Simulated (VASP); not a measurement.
# AlNi3 (Pm-3m) in VASP: single point with r2SCAN

Aim: the single point of AlNi3 with r2SCAN.

Program: VASP 6.6.1. These are calculated values, not measurements. Logs are shortened: lines on timing, memory, paths and dates and some standing lists are left out, and cuts for length are marked.

### 1 The cell of the first run

It takes space group Pm-3m (No. 221, cubic). Conventional cell: a = 3.523 Å, b = 3.523 Å, c = 3.523 Å, α = 90.00°, β = 90.00°, γ = 90.00°. Al (site symmetry m-3m) has 12 Ni at 2.49 Å within 3.3 Å. Ni (site symmetry 4/mmm) has 4 Al at 2.49 Å and 8 Ni at 2.49 Å within 3.3 Å.

### 2 Single point, r2SCAN, collinear spin, ferromagnetic start

POSCAR reads:

```
AlNi3
1.0
    3.5230550000      0.0000000000      0.0000000000
    0.0000000000      3.5230550000      0.0000000000
    0.0000000000      0.0000000000      3.5230550000
Al Ni
1 3
Direct
    0.0000000000      0.0000000000      0.0000000000
    0.0000000000      0.5000000000      0.5000000000
    0.5000000000      0.0000000000      0.5000000000
    0.5000000000      0.5000000000      0.0000000000
```

INCAR.step1 reads:

```
PREC = Accurate
ENCUT = 660
ISMEAR = -1
SIGMA = 0.1
LREAL = F
LASPH = T
NELM = 200
ISPIN = 2
MAGMOM = 0 1.5 1.5 1.5
LMAXMIX = 4
NBANDS = 28
GGA = PE
ALGO = Normal
EDIFF = 1E-5
LWAVE = T
LCHARG = F
GGA_COMPAT = F
```

INCAR.step2 reads:

```
PREC = Accurate
ENCUT = 660
EDIFF = 1E-6
ISMEAR = -1
SIGMA = 0.1
LREAL = F
LASPH = T
NELM = 200
ALGO = Normal
ISIF = 2
LWAVE = F
LCHARG = T
ISPIN = 2
MAGMOM = 0 1.5 1.5 1.5
LORBIT = 11
LMAXMIX = 4
METAGGA = R2SCAN
LMIXTAU = T
LELF = T
LVHAR = T
NBANDS = 28
ISTART = 1
GGA_COMPAT = F
```

KPOINTS reads:

```
Automatic mesh
0
Gamma
  6 6 6
```

Potentials or basis: VASP PAW PBE potentials, release 64 (Al, Ni).

Command:

```bash
$ cat potpaw_PBE.64/Al/POTCAR potpaw_PBE.64/Ni/POTCAR > POTCAR
$ cp INCAR.step1 INCAR
$ mpirun -np 1 vasp_std > vasp.out
$ cp INCAR.step2 INCAR
$ mpirun -np 1 vasp_std > vasp.out
```

OUTCAR:

```text
PREC = Accurate
   ENCUT = 660
   EDIFF = 1E-6
   ISMEAR = -1
   LREAL = F
   LASPH = T
   NELM = 200
   ISIF = 2
   ISPIN = 2
   LORBIT = 11
   METAGGA = R2SCAN
   ISTART = 1

 ion  position               nearest neighbor table
   1  0.000  0.000  0.000-   2 2.49   3 2.49   4 2.49   2 2.49   3 2.49   2 2.49   4 2.49   2 2.49
                             3 2.49   4 2.49   3 2.49   4 2.49
   2  0.000  0.500  0.500-   1 2.49   3 2.49   4 2.49   1 2.49   4 2.49   1 2.49   3 2.49   1 2.49
                             3 2.49   4 2.49   4 2.49   3 2.49
   3  0.500  0.000  0.500-   1 2.49   2 2.49   4 2.49   1 2.49   4 2.49   2 2.49   4 2.49   4 2.49
                             1 2.49   2 2.49   1 2.49   2 2.49
   4  0.500  0.500  0.000-   1 2.49   2 2.49   3 2.49   2 2.49   3 2.49   1 2.49   3 2.49   3 2.49
                             1 2.49   2 2.49   2 2.49   1 2.49

  LATTYP: Found a simple cubic cell.
 ALAT       =     3.5230550000

  Lattice vectors:

 A1 = (   3.5230550000,   0.0000000000,   0.0000000000)
 A2 = (   0.0000000000,   3.5230550000,   0.0000000000)
 A3 = (   0.0000000000,   0.0000000000,   3.5230550000)

Analysis of symmetry for initial positions (statically):
=====================================================================
 Subroutine PRICEL returns:
 Original cell was already a primitive cell.

 Routine SETGRP: Setting up the symmetry group for a
 simple cubic supercell.

 Subroutine GETGRP returns: Found 48 space group operations
 (whereof 48 operations were pure point group operations)
 out of a pool of 48 trial point group operations.

The static configuration has the point symmetry O_h .

Analysis of symmetry for dynamics (positions and initial velocities):
=====================================================================
 Subroutine PRICEL returns:
 Original cell was already a primitive cell.

 Routine SETGRP: Setting up the symmetry group for a
 simple cubic supercell.

 Subroutine GETGRP returns: Found 48 space group operations
 (whereof 48 operations were pure point group operations)
 out of a pool of 48 trial point group operations.

The dynamic configuration has the point symmetry O_h .

Analysis of structural, dynamic, and magnetic symmetry:
=====================================================================
 Subroutine PRICEL returns:
 Original cell was already a primitive cell.

 Routine SETGRP: Setting up the symmetry group for a
 simple cubic supercell.

 Subroutine GETGRP returns: Found 48 space group operations
 (whereof 48 operations were pure point group operations)
 out of a pool of 48 trial point group operations.

The overall configuration has the point symmetry O_h .

 Subroutine INISYM returns: Found 48 space group operations
[... 126 lines left out ...]
   LRPA    =     F    only Hartree local field effects (RPA)
 spin polarized calculation
  energy-cutoff  :      660.00
  volume of cell :       43.73
 maximum number of plane-waves:      1743
 NGX is ok and might be reduce to    30
   NGX = 15   NGY = 15   NGZ = 15

 number of electron      32.9999962 magnetization       0.8108155

 Free energy of the ion-electron system (eV)
  ---------------------------------------------------
  ext. energy  EPLUGINS =         0.00000000
  ---------------------------------------------------
  free energy    TOTEN  =       -44.34533823 eV

  energy without entropy =      -44.26723246  energy(sigma->0) =      -44.30628535

 E-fermi :   9.8137     XC(G=0): -13.9452

 val. band max:        9.8000185959   @ k =   0.0000   0.0000   0.0000
 cond. band min:       9.8744212964   @ k =   0.5000   0.5000   0.3333
 fundamental gap:      0.0744027005
 Fermi energy:         9.8137252035

 spin component 1

 k-point     1 :       0.0000    0.0000    0.0000
  band No.  band energies     occupation
      1      -0.8525      1.00000
      2       5.0401      1.00000
      3       5.7300      1.00000
      4       5.7300      1.00000
      5       6.0790      1.00000
      6       6.0790      1.00000
[... 609 lines left out ...]
     27      31.2898      0.00000
     28      31.2898      0.00000
 Fermi energy:         9.8137252035

 spin component 2

 k-point     1 :       0.0000    0.0000    0.0000
  band No.  band energies     occupation
      1      -1.0108      1.00000
      2       5.0975      1.00000
      3       5.9613      1.00000
      4       5.9613      1.00000
      5       6.5698      1.00000
      6       6.5698      1.00000
[... 609 lines left out ...]
     27      31.2386      0.00000
     28      31.2386      0.00000

------------------------ aborting loop because EDIFF is reached ----------------------------------------

  FORCE on cell =-STRESS in cart. coord.  units (eV):
  Direction    XX          YY          ZZ          XY          YZ          ZX
  --------------------------------------------------------------------------------------
  -------------------------------------------------------------------------------------
  Total        0.1518846      0.1518846      0.1518846     -0.0000000     -0.0000000     -0.0000000
  in kB        5.5650114      5.5650114      5.5650114     -0.0000000     -0.0000000     -0.0000000
  external PRESSURE =       5.5650114 kB  Pullay stress =       0.0000000 kB

 VOLUME and BASIS-vectors are now :
 -----------------------------------------------------------------------------
  energy-cutoff  :      660.00
  volume of cell :       43.73
      direct lattice vectors                 reciprocal lattice vectors
     3.523055000  0.000000000  0.000000000     0.283844561  0.000000000  0.000000000
     0.000000000  3.523055000  0.000000000     0.000000000  0.283844561  0.000000000
     0.000000000  0.000000000  3.523055000     0.000000000  0.000000000  0.283844561

 POSITION                                       TOTAL-FORCE (eV/Angst)
 -----------------------------------------------------------------------------------
      0.00000      0.00000      0.00000         0.000000      0.000000      0.000000
      0.00000      1.76153      1.76153         0.000000      0.000000      0.000000
      1.76153      0.00000      1.76153         0.000000      0.000000      0.000000
      1.76153      1.76153      0.00000         0.000000      0.000000      0.000000
 -----------------------------------------------------------------------------------
    total drift:                                0.000000      0.000000     -0.000000

  FREE ENERGIE OF THE ION-ELECTRON SYSTEM (eV)
  ---------------------------------------------------
  free  energy   TOTEN  =       -44.3453382342 eV

  energy  without entropy=      -44.2672324587  energy(sigma->0) =      -44.30628535

 total charge

# of ion       s       p       d       tot
------------------------------------------
    1        0.412   0.417   0.000   0.829
    2        0.521   0.571   8.396   9.488
    3        0.521   0.571   8.396   9.488
    4        0.521   0.571   8.396   9.488
--------------------------------------------------
tot          1.975   2.128  25.189  29.292

 magnetization (x)

# of ion       s       p       d       tot
------------------------------------------
    1       -0.002  -0.015   0.000  -0.017
    2       -0.007  -0.025   0.336   0.304
    3       -0.007  -0.025   0.336   0.304
    4       -0.007  -0.025   0.336   0.304
--------------------------------------------------
tot         -0.023  -0.090   1.009   0.896
```

It took 2.9 min on 1 thread of Intel Xeon Platinum 8488C (Sapphire Rapids), shared host; peak memory 0.22 GiB.

What came out:

| Quantity | Value |
| --- | --- |
| Free energy | -44.3453 eV |
| Pressure | 0.6 GPa |
| Net moment | 0.81 μB per cell |
| Site moments | Al -0.02; Ni +0.30 μB |
| Valence electrons inside the program's atomic spheres | Al 0.83; Ni 9.49 |

Caveat: the PAW data sets were made with another functional, which shifts forces and pressure a little.
